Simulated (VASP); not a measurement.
Crystal: BN (zincblende type).

```
CELL_PARAMETERS angstrom
0.00000 2.23228 2.23228
2.23228 0.00000 2.23228
2.23228 2.23228 0.00000
ATOMIC_POSITIONS crystal
B 0.00000 0.00000 0.00000
N 0.25000 0.25000 0.25000
```

```yaml
Program: VASP 6.6.1
Task: relaxation of cell and atoms
Functional: PBE
Potentials_or_basis: VASP PAW PBE potentials, release 64 (B, N)
Cutoff: 600 eV
k_mesh: 16 × 16 × 16
Occupations: fermi-dirac, width 0.03 eV
Spin: no spin polarisation
```

At the start: pressure -68.0 GPa; volume 11.12 Å³/atom.

Problem. How do energy, volume and symmetry change on relaxing?

Solution. Over 6 steps the energy falls by 1855.9 meV/atom and the volume is 5.96 Å³/atom (-46.4 %); space group F-43m (No. 216, to 0.05 Å).

The path:
| step | energy change (eV) | largest force (eV/Å) | pressure (GPa) | volume (Å³) |
| --- | --- | --- | --- | --- |
| 1 | 0.0000 | 0.0000 | -68.00 | 22.25 |
| 2 | -3.3665 | 0.0000 | 74.34 | 10.25 |
| 3 | -3.7119 | 0.0000 | -0.28 | 11.93 |
| 4 | -3.7095 | 0.0000 | 5.02 | 11.76 |
| 5 | -3.7097 | 0.0000 | -4.58 | 12.07 |
| 6 | -3.7119 | 0.0000 | 0.00 | 11.92 |

Final structure:
```
B N
1.0
     0.00000    1.81304    1.81304
     1.81304    0.00000    1.81304
     1.81304    1.81304    0.00000
B N
1 1
Cartesian
  3.6261 3.6261 3.6261
  0.9065 0.9065 0.9065
```

Caveat: the volume moved by over 15 % at a fixed basis, so the end points are rough.
